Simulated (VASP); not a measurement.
Write the native input for VASP 6.6.1 that does the following.

| Item | Value |
| --- | --- |
| Task | single point |
| Functional | LDA |
| Potentials or basis | VASP PAW LDA potentials, release 64 (Mg, O) |
| Cutoff | 520 eV |
| k mesh | 9 × 9 × 8 |
| Occupations | gaussian, width 0.05 eV |
| Spin | no spin polarisation |
| Dipole correction | no |
| Further INCAR settings | ALGO = Normal; EDIFF = 1e-06; NBANDS = 11 |

The structure of MgO lies in POSCAR:

```
MgO
1.0
    2.9380209034      0.0000000000      0.0000000000
   -1.4690104517      2.6207327614      0.0000000000
    0.0000000000      0.0000000000      2.6796800000
Mg O
1 1
Direct
    0.0000000000      0.0000000000      0.0000000000
    0.3333333333      0.6666666667      0.5000000000
```

This cell differs from its parent crystal: strain +0.0300 x Voigt [0, 1, 0, 0, 0, 0].

These files were run (other wordings do the same):

INCAR

```
SYSTEM = MgO
PREC = Accurate
ENCUT = 520
EDIFF = 1E-6
ISMEAR = 0
SIGMA = 0.05
LREAL = .FALSE.
LASPH = .TRUE.
NELM = 80
ALGO = Normal
ISIF = 2
LWAVE = .FALSE.
LCHARG = .TRUE.
LELF = .TRUE.
LVHAR = .TRUE.
NBANDS = 11
```

KPOINTS

```
Automatic mesh
0
G
  9 9 8
  0 0 0
```

Potentials or basis: VASP PAW LDA potentials, release 64 (Mg, O).

Command:

```sh
$ cat potpaw_LDA.64/Mg/POTCAR potpaw_LDA.64/O/POTCAR > POTCAR
$ mpirun -np 1 vasp_std > vasp.out
```

It gave:

- Pressure: -13.9 GPa
- Largest force: 0.041 eV/Å
- Band gap on the k mesh: 2.64 eV, indirect (least direct gap 3.01 eV)

Caveat: the cell differs from its parent crystal (strain +0.0300 x Voigt [0, 1, 0, 0, 0, 0]).

Run time: 48 s on 1 thread of AMD EPYC 7R13 (shared host), peak memory 0.12 GiB.
